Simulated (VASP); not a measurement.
Write the native input for VASP 6.6.1 that does the following.

```yaml
Task: single point
Functional: r2SCAN
Potentials_or_basis: VASP PAW PBE potentials, release 64 (Na_pv, Cl)
Cutoff: 550 eV
k_mesh: 8 × 8 × 8
Occupations: fermi-dirac, width 0.1 eV
Spin: no spin polarisation
Dipole_correction: no
Further_INCAR_settings: ALGO = Normal; EDIFF = 1e-06; NBANDS = 18
```

Crystal: Na2Cl.

```
Na Cl
1.0
     1.93319    1.11613    6.71842
    -1.93319    1.11613    6.71842
     0.00000   -2.23226    6.71842
Na Cl
2 1
Direct
  0.75120 0.75120 0.75120
  0.24880 0.24880 0.24880
  0.00000 0.00000 0.00000
```

One way to write it, as run:

POSCAR

```
Na2Cl
1.0
    1.9331941427      1.1161301587      6.7184248206
   -1.9331941427      1.1161301587      6.7184248206
    0.0000000000     -2.2322603173      6.7184248206
Na Cl
2 1
Direct
    0.7511984351      0.7511984351      0.7511984351
    0.2488015649      0.2488015649      0.2488015649
    0.0000000000      0.0000000000      0.0000000000
```

INCAR.step1

```
  PREC = Accurate
  ENCUT = 550
  ISMEAR = -1
  SIGMA = 0.1
  LREAL = False
  LASPH = True
  NELM = 120
  NBANDS = 18
  GGA = PE
  ALGO = Normal
  EDIFF = 1E-5
  LWAVE = True
  LCHARG = False
  GGA_COMPAT = False
```

INCAR.step2

```
  PREC = Accurate
  ENCUT = 550
  EDIFF = 1E-6
  ISMEAR = -1
  SIGMA = 0.1
  LREAL = False
  LASPH = True
  NELM = 120
  ALGO = Normal
  ISIF = 2
  LWAVE = False
  LCHARG = False
  METAGGA = R2SCAN
  LMIXTAU = True
  NBANDS = 18
  ISTART = 1
  GGA_COMPAT = False
```

KPOINTS

```
Automatic mesh
0
Gamma
  8 8 8
```

Potentials or basis: VASP PAW PBE potentials, release 64 (Na_pv, Cl).

Command:

```bash
$ cat potpaw_PBE.64/Na_pv/POTCAR potpaw_PBE.64/Cl/POTCAR > POTCAR
$ cp INCAR.step1 INCAR
$ mpirun -np 1 vasp_std > vasp.out
$ cp INCAR.step2 INCAR
$ mpirun -np 1 vasp_std > vasp.out
```

Results of the run:

The pressure is -0.1 GPa, the largest force is 0.019 eV/Å and the band gap on the k mesh is zero (an odd number of electrons rules out a gap without spin polarisation).

Caveat: the PAW data sets were made with another functional, which shifts forces and pressure a little.

Run time: 13 min on 1 thread of AMD EPYC 9R45 96-Core Processor (Zen 5) (shared host), peak memory 0.43 GiB.
